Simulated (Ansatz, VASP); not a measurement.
## One calculation of LuTl2S4Br, two programs

Contents of INCAR:

```
SYSTEM = LuTl2S4Br
ALGO = Normal
EDIFF = 1E-6
ENCUT = 520
GGA = CA
ISIF = 2
ISMEAR = -1
ISPIN = 2
LASPH = .True.
LCHARG = .False.
LORBIT = 11
LREAL = .False.
LWAVE = .False.
MAGMOM = 0 0 0 0 0 0 0 0
NBANDS = 55
NELM = 150
PREC = Accurate
SIGMA = 0.0506
```

The input KPOINTS:

```
k-points
0
Gamma
  4 4 2
  0 0 0
```

File POSCAR:

```
LuTl2S4Br
1.0
    4.2496680000      0.0000000000      0.0000000000
    0.0000000000      4.2496680000      0.0000000000
    0.0000000000      0.0000000000     10.0908590000
Lu Tl S Br
1 2 4 1
Direct
    0.0000000000      0.0000000000      0.0000000000
    0.5000000000      0.5000000000      0.7293000000
    0.5000000000      0.5000000000      0.2707000000
    0.5000000000      0.0000000000      0.8540000000
    0.0000000000      0.5000000000      0.8540000000
    0.5000000000      0.0000000000      0.1460000000
    0.0000000000      0.5000000000      0.1460000000
    0.0000000000      0.0000000000      0.5000000000
```

Input for Ansatz:

```yaml
crystal:
  lattice:
    - [4.249668, 0.0, 0.0]
    - [0.0, 4.249668, 0.0]
    - [0.0, 0.0, 10.090859]
  atoms:
    - { symbol: Lu, position: [0.0, 0.0, 0.0] }
    - { symbol: Tl, position: [0.5, 0.5, 0.7293] }
    - { symbol: Tl, position: [0.5, 0.5, 0.2707] }
    - { symbol: S, position: [0.5, 0.0, 0.854] }
    - { symbol: S, position: [0.0, 0.5, 0.854] }
    - { symbol: S, position: [0.5, 0.0, 0.146] }
    - { symbol: S, position: [0.0, 0.5, 0.146] }
    - { symbol: Br, position: [0.0, 0.0, 0.5] }
  symmetry: { tolerance: 0.0003 }
kpoints:
  mp_grid: { grid: [4, 4, 2], shift: [0, 0, 0] }
magnetization:
  spin_polarized: true
scf:
  occupations: { method: fermi_dirac, width: 0.0506 }
  eigensolver: { kind: davidson }
hamiltonian:
  pseudopotentials: { kind: paw }
  xc: lda
basis:
  ecutwfc: 420
output:
  forces: true
  stress: true
  eigenvalues: true
  write_density: true
  write_potential: true
  elf: true
  volumetric_format: npy
```

Alike in both runs: task single point; functional LDA; k mesh 4 × 4 × 2; occupations fermi-dirac, width 0.0506 eV; collinear spin.

```csv
,VASP,Ansatz
version,VASP 6.6.1,Ansatz 0.2.0
potentials or method,"VASP PAW PBE potentials, release 64 (Lu, Tl_d, S, Br), cutoff 520 eV",PAW plane waves
valence electrons in the cell,82,82
```

|  | VASP | Ansatz | Ansatz less VASP |
| --- | --- | --- | --- |
| gap on the k mesh at the Fermi level (eV) | none | none | - |
| pressure (GPa) | 13.8 | 13.4 | -0.46 |
| traceless stress, the component that is largest in VASP (GPa) | -6.12 | -6.03 | +0.090 |
| rms of the force components (eV/Å) | 0.940 | 0.926 | -0.0137 |

VASP's potentials were made for PBE, not for LDA. LDA's correlation is that of Perdew and Zunger in VASP and of Perdew and Wang (1992) in Ansatz. Atom by atom the forces differ by 0.022 eV/Å (rms over components). A gap of «none» marks a metal or a gap that the smearing closes. Ansatz's warnings: no starting moments.

The k mesh is coarse, so the values compare programs but aren't converged. Neither program's run includes spin-orbit coupling.
